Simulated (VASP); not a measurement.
# Ni (Im-3m) in VASP: single point with LDA

Aim: the single point of Ni with LDA.

Program: VASP 6.6.1. These are calculated values, not measurements. Logs are shortened: lines on timing, memory, paths and dates and some standing lists are left out, and cuts for length are marked.

## 1. The cell of the first run

The structure is cubic, space group Im-3m (No. 229). The conventional cell has a = 2.767 Å, b = 2.767 Å, c = 2.767 Å, α = 90.00°, β = 90.00°, γ = 90.00°. Within 3.2 Å of Ni (site symmetry m-3m) lie 14 Ni at 2.40 to 2.77 Å.

## 2. Single point, LDA, collinear spin, ferromagnetic start

File INCAR:

```
PREC     = Accurate       # precision mode
ENCUT    = 520            # plane-wave cutoff, eV
EDIFF    = 1E-6           # SCF threshold, eV
ISMEAR   = 0              # smearing method
SIGMA    = 0.05           # smearing width, eV
LREAL    = False          # projectors in reciprocal space
LASPH    = True           # aspherical terms in the spheres
NELM     = 150            # most SCF steps
ALGO     = Normal         # electronic algorithm
ISIF     = 2              # what is computed and relaxed
LWAVE    = False          # write WAVECAR
LCHARG   = False          # write CHGCAR
ISPIN    = 2              # spin polarisation
MAGMOM   = 2              # initial moments
LORBIT   = 11             # projections on sites
LMAXMIX  = 4              # l up to which the mixer works
GGA      = CA             # functional
NBANDS   = 15             # bands
```

File KPOINTS:

```
regular mesh
0
Gamma
  20 20 20
```

File POSCAR:

```
Ni
1.0
   -1.3837154700      1.3837154700      1.3837154700
    1.3837154700     -1.3837154700      1.3837154700
    1.3837154700      1.3837154700     -1.3837154700
Ni
1
Direct
    0.0000000000      0.0000000000      0.0000000000
```

Potentials or basis: VASP PAW LDA potentials, release 64 (Ni).

Command:

```
cat potpaw_LDA.64/Ni/POTCAR > POTCAR
mpirun -np 1 vasp_std > vasp.out
```

OUTCAR:

```text
PREC = Accurate
   ENCUT = 520
   EDIFF = 1E-6
   ISMEAR = 0
   LREAL = False
   LASPH = True
   NELM = 150
   ISIF = 2
   ISPIN = 2
   LORBIT = 11
   GGA = CA

 ion  position               nearest neighbor table
   1  0.000  0.000  0.000-

  LATTYP: Found a body centered cubic cell.
 ALAT       =     2.7674309400

  Lattice vectors:

 A1 = (  -1.3837154700,   1.3837154700,   1.3837154700)
 A2 = (   1.3837154700,  -1.3837154700,   1.3837154700)
 A3 = (   1.3837154700,   1.3837154700,  -1.3837154700)

Analysis of symmetry for initial positions (statically):
=====================================================================
 Subroutine PRICEL returns:
 Original cell was already a primitive cell.

 Routine SETGRP: Setting up the symmetry group for a
 body centered cubic supercell.

 Subroutine GETGRP returns: Found 48 space group operations
 (whereof 48 operations were pure point group operations)
 out of a pool of 48 trial point group operations.

The static configuration has the point symmetry O_h .

Analysis of symmetry for dynamics (positions and initial velocities):
=====================================================================
 Subroutine PRICEL returns:
 Original cell was already a primitive cell.

 Routine SETGRP: Setting up the symmetry group for a
 body centered cubic supercell.

 Subroutine GETGRP returns: Found 48 space group operations
 (whereof 48 operations were pure point group operations)
 out of a pool of 48 trial point group operations.

The dynamic configuration has the point symmetry O_h .

Analysis of structural, dynamic, and magnetic symmetry:
=====================================================================
 Subroutine PRICEL returns:
 Original cell was already a primitive cell.

 Routine SETGRP: Setting up the symmetry group for a
 body centered cubic supercell.

 Subroutine GETGRP returns: Found 48 space group operations
 (whereof 48 operations were pure point group operations)
 out of a pool of 48 trial point group operations.

The overall configuration has the point symmetry O_h .

 Subroutine INISYM returns: Found 48 space group operations
 (whereof 48 operations are pure point group operations),
 and found     1 'primitive' translations

----------------------------------------------------------------------------------------

                                     Primitive cell

  volume of cell :      10.5974

  direct lattice vectors                    reciprocal lattice vectors
    -1.383715470  1.383715470  1.383715470     0.000000000  0.361345964  0.361345964
     1.383715470 -1.383715470  1.383715470     0.361345964  0.000000000  0.361345964
     1.383715470  1.383715470 -1.383715470     0.361345964  0.361345964  0.000000000

  length of vectors
     2.396665497  2.396665497  2.396665497     0.511020363  0.511020363  0.511020363

  position of ions in fractional coordinates (direct lattice)
     0.000000000  0.000000000  0.000000000

  ion indices of the primitive-cell ions
   primitive index   ion index
                 1           1

----------------------------------------------------------------------------------------

 KPOINTS: regular mesh

Automatic generation of k-mesh.
 Grid dimensions read from file:
 generate k-points for:   20   20   20

 Generating k-lattice:

  Cartesian coordinates                     Fractional coordinates (reciprocal lattice)
     0.000000000  0.018067298  0.018067298     0.050000000  0.000000000  0.000000000
     0.018067298  0.000000000  0.018067298     0.000000000  0.050000000  0.000000000
     0.018067298  0.018067298  0.000000000     0.000000000  0.000000000  0.050000000

  Length of vectors
     0.025551018  0.025551018  0.025551018

  Shift w.r.t. Gamma in fractional coordinates (k-lattice)
     0.000000000  0.000000000  0.000000000

 Subroutine IBZKPT returns following result:
 ===========================================

 Found    256 irreducible k-points:

 Following reciprocal coordinates:
            Coordinates               Weight
  0.000000  0.000000  0.000000      1.000000
  0.050000  0.000000  0.000000     12.000000
  0.100000  0.000000  0.000000     12.000000
  0.150000  0.000000  0.000000     12.000000
  0.200000  0.000000  0.000000     12.000000
  0.250000  0.000000  0.000000     12.000000
[... 16 lines left out ...]
  0.200000  0.100000  0.000000     48.000000
  0.250000  0.100000  0.000000     48.000000
 [... further k-points ...]
   k-points           NKPTS =    256   k-points in BZ     NKDIM =    256   number of bands    NBANDS=     15
   number of dos      NEDOS =    301   number of ions     NIONS =      1
   total plane-waves  NPLWV =   5832
   dimension x,y,z NGX =    18 NGY =   18 NGZ =   18
   dimension x,y,z NGXF=    36 NGYF=   36 NGZF=   36
   ions per type =               1
   NGX,Y,Z   is equivalent  to a cutoff of  12.49, 12.49, 12.49 a.u.
   NGXF,Y,Z  is equivalent  to a cutoff of  24.97, 24.97, 24.97 a.u.
 SYSTEM =  unknown system
   PREC   = accura    normal or accurate (medium, high low for compatibility)
   ISTART =      0    job   : 0-new  1-cont  2-samecut
   ICHARG =      2    charge: 1-file 2-atom 10-const
   ISPIN  =      2    spin polarized calculation?
   LNONCOLLINEAR =      F non collinear calculations
   LSORBIT =      F    spin-orbit coupling
   LASPH  =      T    aspherical Exc in radial PAW
   ENCUT  =  520.0 eV  38.22 Ry    6.18 a.u.   4.46  4.46  4.46*2*pi/ulx,y,z
   NELM   =    150;   NELMIN=  2; NELMDL= -5     # of ELM steps
   EDIFF  = 0.1E-05   stopping-criterion for ELM
   LREAL  =      F    real-space projection
   EDIFFG = 0.1E-04   stopping-criterion for IOM
   NSW    =      0    number of steps for IOM
   IBRION =     -1    ionic relax: 0-MD 1-quasi-New 2-CG
   NFREE  =      0    steps in history (QN), initial steepest desc. (CG)
   ISIF   =      2    stress and relaxation
   ISYM   =      2    0-nonsym 1-usesym 2-fastsym
   POTIM  = 0.5000    time-step for ionic-motion
   TEBEG  =    0.0;   TEEND  =   0.0 temperature during run
   PSTRESS=    0.0 pullay stress
   NELECT =      10.0000    total number of electrons
   NUPDOWN=      -1.0000    fix difference up-down
   EMIN   =  10.00;   EMAX   =-10.00  energy-range for DOS
   EFERMI =   0.00;   METHOD = LEGACY
   ISMEAR =     0;   SIGMA  =   0.05  broadening in eV -4-tet -1-fermi 0-gaus
   EFERMI_NEDOS =   21; number of points for ismear=-14 and -15
   IALGO  =     38    algorithm
   IMIX   =      4    mixing-type and parameters
     AMIX     =   0.40;   BMIX     =  1.00
     AMIX_MAG =   1.60;   BMIX_MAG =  1.00
  volume/ion in A,a.u.               =      10.60        71.51
  Fermi-wavevector in a.u.,A,eV,Ry     =   1.605738  3.034405 35.081190  2.578395
  Thomas-Fermi vector in A             =   2.702037
   LORBIT       =     11    0 simple, 1 ext, 2 COOP (PROOUT), +10 PAW based schemes
   GGA     = CA    functional components
   LHFCALC =     F    Hartree Fock is set to
   AEXX    =    0.0000 exact exchange contribution
   IVDW    =     0    specifies the selected vdW correction
   LEPSILON=     F    determine dielectric tensor
   LRPA    =     F    only Hartree local field effects (RPA)
 spin polarized calculation
 Gauss-broadening in eV      SIGMA  =   0.05
  energy-cutoff  :      520.00
  volume of cell :       10.60
 maximum number of plane-waves:       321
 NGX is ok and might be reduce to    18
   NGX =  9   NGY =  9   NGZ =  9

 number of electron      10.0000004 magnetization       0.4759488

 Free energy of the ion-electron system (eV)
  ---------------------------------------------------
  ext. energy  EPLUGINS =         0.00000000
  ---------------------------------------------------
  free energy    TOTEN  =        -6.46085640 eV

  energy without entropy =       -6.45862991  energy(sigma->0) =       -6.45974315

 E-fermi :   9.2740     XC(G=0): -13.7652

 val. band max:        9.2728854586   @ k =   0.5000   0.5000   0.4000
 cond. band min:       9.2798880079   @ k =   0.3000   0.0500   0.0000
 fundamental gap:      0.0070025493
 Fermi energy:         9.2739887017

 spin component 1

 k-point     1 :       0.0000    0.0000    0.0000
  band No.  band energies     occupation
      1       0.2427      1.00000
      2       7.0115      1.00000
      3       7.0115      1.00000
      4       7.0115      1.00000
      5       8.4758      1.00000
      6       8.4758      1.00000
      7      36.0709      0.00000
      8      36.0709      0.00000
      9      36.0709      0.00000
     10      41.1619      0.00000
     11      41.1619      0.00000
     12      42.1532      0.00000
     13      42.1532      0.00000
     14      42.1532      0.00000
     15      42.9234      0.00000
[... 397 lines left out ...]
 k-point    24 :       0.2500    0.1000    0.0000
  band No.  band energies     occupation
      1       3.6940      1.00000
      2       6.3842      1.00000
      3       6.7881      1.00000
      4       8.2094      1.00000
      5       8.5909      1.00000
      6       8.8166      1.00000
      7      22.9644      0.00000
      8      27.9399      0.00000
      9      31.2676      0.00000
     10      35.5647      0.00000
     11      39.7896      0.00000
     12      41.4686      0.00000
     13      47.7676      0.00000
     14      49.8157      0.00000
     15      53.7332      0.00000

 [... further k-points ...]

 spin component 2

 k-point     1 :       0.0000    0.0000    0.0000
  band No.  band energies     occupation
      1       0.2874      1.00000
      2       7.5076      1.00000
      3       7.5076      1.00000
      4       7.5076      1.00000
      5       8.8904      1.00000
      6       8.8904      1.00000
      7      36.0699      0.00000
      8      36.0699      0.00000
      9      36.0699      0.00000
     10      41.1881      0.00000
     11      41.1881      0.00000
     12      42.3004      0.00000
     13      42.3004      0.00000
     14      42.3004      0.00000
     15      43.0922      0.00000
[... 397 lines left out ...]
 k-point    24 :       0.2500    0.1000    0.0000
  band No.  band energies     occupation
      1       3.7933      1.00000
      2       6.8445      1.00000
      3       7.1761      1.00000
      4       8.6479      1.00000
      5       9.0371      1.00000
      6       9.3062      0.18134
      7      23.1216      0.00000
      8      28.0428      0.00000
      9      31.3698      0.00000
     10      35.6511      0.00000
     11      39.8896      0.00000
     12      41.5469      0.00000
     13      47.8362      0.00000
     14      49.9114      0.00000
     15      53.8568      0.00000

 [... further k-points ...]
[... 5 lines left out ...]
  --------------------------------------------------------------------------------------
  -------------------------------------------------------------------------------------
  Total       -0.7106346     -0.7106346     -0.7106346      0.0000000      0.0000000      0.0000000
  in kB     -107.4376564   -107.4376564   -107.4376564      0.0000000      0.0000000      0.0000000
  external PRESSURE =    -107.4376564 kB  Pullay stress =       0.0000000 kB

 VOLUME and BASIS-vectors are now :
 -----------------------------------------------------------------------------
  energy-cutoff  :      520.00
  volume of cell :       10.60
      direct lattice vectors                 reciprocal lattice vectors
    -1.383715470  1.383715470  1.383715470     0.000000000  0.361345964  0.361345964
     1.383715470 -1.383715470  1.383715470     0.361345964  0.000000000  0.361345964
     1.383715470  1.383715470 -1.383715470     0.361345964  0.361345964  0.000000000

 POSITION                                       TOTAL-FORCE (eV/Angst)
 -----------------------------------------------------------------------------------
      0.00000      0.00000      0.00000         0.000000      0.000000      0.000000
 -----------------------------------------------------------------------------------
    total drift:                                0.000000      0.000000      0.000000

  FREE ENERGIE OF THE ION-ELECTRON SYSTEM (eV)
  ---------------------------------------------------
  free  energy   TOTEN  =        -6.4608564001 eV

  energy  without entropy=       -6.4586299056  energy(sigma->0) =       -6.45974315

 total charge

# of ion       s       p       d       tot
------------------------------------------
    1        0.504   0.510   8.358   9.372

 magnetization (x)

# of ion       s       p       d       tot
------------------------------------------
    1       -0.002  -0.010   0.489   0.477
```

It took 54 s on 1 thread of Intel Xeon Platinum 8375C at 2.90GHz (Ice Lake), shared host; peak memory 0.17 GiB.

What came out:

```
Free energy                                           : -6.4609 eV
Pressure                                              : -10.7 GPa
Net moment                                            : 0.48 μB per cell
Site moments                                          : Ni +0.48 μB
Valence electrons inside the program's atomic spheres : Ni 9.37
```
